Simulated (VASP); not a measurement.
Set up this calculation in VASP 6.6.1, as the native input.

| Property | Result |
| --- | --- |
| Task | single point |
| Functional | PBE |
| Potentials or basis | VASP PAW PBE potentials, release 64 (Cu) |
| Cutoff | 520 eV |
| k mesh | 16 × 11 × 1 |
| Occupations | fermi-dirac, width 0.05 eV |
| Spin | no spin polarisation |
| Dipole correction | yes |
| Further INCAR settings | ALGO = Normal; EDIFF = 1e-07; NBANDS = 36 |

The structure of Cu lies in POSCAR:

```
Cu
1.0
    2.5664536728      0.0000000000      0.0000000000
    0.0000000000      3.6295135912      0.0000000000
    0.0000000000      0.0000000000     26.9627000000
Cu
5
Direct
    0.0000000000      0.0000000000      0.4079704982
    0.5000000000      0.5000000000      0.4511598230
    0.0000000000      0.0000000000      0.5000000002
    0.5000000000      0.5000000000      0.5488401775
    0.0000000000      0.0000000000      0.5920295018
```

The input as run:

INCAR

```
PREC = Accurate ; ENCUT = 520
EDIFF = 1E-7 ; ISMEAR = -1
SIGMA = 0.05 ; LREAL = F
LASPH = T ; NELM = 100
ALGO = Normal ; ISIF = 2
LWAVE = F ; LCHARG = T
LDIPOL = T ; IDIPOL = 3
DIPOL = 0.5 0.5 0.500 ; GGA = PE
LELF = T ; LVHAR = T
LVACPOTAV = T ; NBANDS = 36
```

KPOINTS

```
regular mesh
0
Gamma
  16 11 1
```

Potentials or basis: VASP PAW PBE potentials, release 64 (Cu).

Command:

```console
$ cat potpaw_PBE.64/Cu/POTCAR > POTCAR
$ mpirun -np 1 vasp_std > vasp.out
```

It gave:

| Quantity | Value |
| --- | --- |
| Largest force | 0.036 eV/Å |
| Band gap on the k mesh | zero (an odd number of electrons rules out a gap without spin polarisation) |
| Work function of the upper face | 4.35 eV |
| Work function of the lower face | 4.35 eV |

Wall time 26 min on 1 thread of Oxide Virtual Turin-like Processor, on a shared host, peak memory 0.52 GiB.
